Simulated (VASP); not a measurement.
Set up this calculation in VASP 6.6.1, as the native input.

```yaml
Task: single point
Functional: PBE
Potentials_or_basis: VASP PAW PBE potentials, release 64 (Tm_3, I), 4f in core
Cutoff: 500 eV
k_mesh: 6 × 6 × 6
Occupations: gaussian, width 0.1 eV
Spin: no spin polarisation
Dipole_correction: no
Further_INCAR_settings: ALGO = Normal; EDIFF = 1e-06; NBANDS = 26
```

The structure of TmI4 lies in POSCAR:

```
TmI4
1.0
    6.4754359813      0.0000000000      0.0000000000
    0.0000000000      6.4754359813      0.0000000000
    0.0000000000      0.0000000000      6.4754359813
Tm I
1 4
Direct
    0.0000000000      0.0000000000      0.0000000000
    0.2531422974      0.2531422974      0.2531422974
    0.7468577026      0.7468577026      0.2531422974
    0.2531422974      0.7468577026      0.7468577026
    0.7468577026      0.2531422974      0.7468577026
```

The cell was generated, and may not be a known phase.

These files were run (other wordings do the same):

INCAR

```
ALGO = Normal
EDIFF = 1E-6
ENCUT = 500
GGA = PE
GGA_COMPAT = F
ISIF = 2
ISMEAR = 0
LASPH = T
LCHARG = F
LMAXMIX = 6
LREAL = F
LWAVE = F
NBANDS = 26
NELM = 200
PREC = Accurate
SIGMA = 0.1
```

KPOINTS

```
k-points
0
Gamma
  6 6 6
```

Potentials or basis: VASP PAW PBE potentials, release 64 (Tm_3, I), 4f in core.

The run is started by

```bash
$ cat potpaw_PBE.64/Tm_3/POTCAR potpaw_PBE.64/I/POTCAR > POTCAR
$ mpirun -np 1 vasp_std > vasp.out
```

It gave:

```yaml
Pressure: 0.1 GPa
Largest_force: 0.033 eV/Å
Band_gap_on_the_k_mesh: zero (an odd number of electrons rules out a gap without spin polarisation)
```

Caveat: spin-orbit coupling is left out, which moves the levels of the heavy elements; the 4f electrons are frozen in the core, so they carry no moment and show no levels; an odd number of electrons without spin polarisation forces a metal; a magnetic or distorted state may lie lower; the run has no spin polarisation, though such a crystal can be magnetic.

Run time: 97 s on 1 thread of Intel(R) Xeon(R) Platinum 8488C (Sapphire Rapids), on a shared host, peak memory 0.38 GiB.
